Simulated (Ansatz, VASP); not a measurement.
BaZrO3 in VASP and in Ansatz

File INCAR:

```
PREC = Accurate
ENCUT = 520
EDIFF = 1E-6
ISMEAR = 0
SIGMA = 0.01
LREAL = False
LASPH = True
NELM = 60
ALGO = Normal
ISIF = 2
LWAVE = False
LCHARG = True
GGA = PE
LELF = True
LVHAR = True
NBANDS = 28
```

File KPOINTS:

```
regular mesh
0
Gamma
  4 4 4
```

POSCAR

```
BaZrO3
1.0
    4.1913400000      0.0000000000      0.0000000000
    0.0000000000      4.1913400000      0.0000000000
    0.0000000000      0.0000000000      4.1913400000
Ba Zr O
1 1 3
Direct
    0.0000000000      0.0000000000      0.0000000000
    0.5000000000      0.5000000000      0.5000000000
    0.0000000000      0.5000000000      0.5000000000
    0.5000000000      0.0000000000      0.5000000000
    0.5000000000      0.5000000000      0.0000000000
```

Input for Ansatz:

```yaml
crystal:
  lattice:
    - [4.19134, 0.0, 0.0]
    - [0.0, 4.19134, 0.0]
    - [0.0, 0.0, 4.19134]
  atoms:
    - { symbol: Ba, position: [0.0, 0.0, 0.0] }
    - { symbol: Zr, position: [0.5, 0.5, 0.5] }
    - { symbol: O, position: [0.0, 0.5, 0.5] }
    - { symbol: O, position: [0.5, 0.0, 0.5] }
    - { symbol: O, position: [0.5, 0.5, 0.0] }
basis:
  ecutwfc: 470.0
kpoints:
  mp_grid:
    grid: [4, 4, 4]
    shift: [0.0, 0.0, 0.0]
  band_path:
    path:
      - [0.0, 0.0, 0.0]
      - [0.0, 0.5, 0.0]
      - [0.5, 0.5, 0.0]
      - [0.0, 0.0, 0.0]
      - [0.5, 0.5, 0.5]
      - [0.0, 0.5, 0.0]
    npoints: 10
hamiltonian:
  xc: pbe
  pseudopotentials:
    kind: paw
scf:
  max_iter: 95
  n_extra_bands: 8
  occupations:
    method: fixed
output:
  write_density: true
  volumetric_format: npy
  elf: true
```

Alike in both runs: task single point; functional PBE; k mesh 4 × 4 × 4; no spin polarisation.

```csv
,VASP,Ansatz
version,VASP 6.6.1,Ansatz 0.2.0
potentials or method,"VASP PAW PBE potentials, release 64 (Ba_sv, Zr_sv, O), cutoff 520 eV","plane waves, PAW"
occupations,"gaussian, width 0.01 eV",fixed
valence electrons in the cell,40,40
```

|  | VASP | Ansatz | Ansatz less VASP |
| --- | --- | --- | --- |
| gap on the k mesh at the Fermi level (eV) | 3.18 | 3.23 | +0.051 |

Spin-orbit coupling is off throughout.
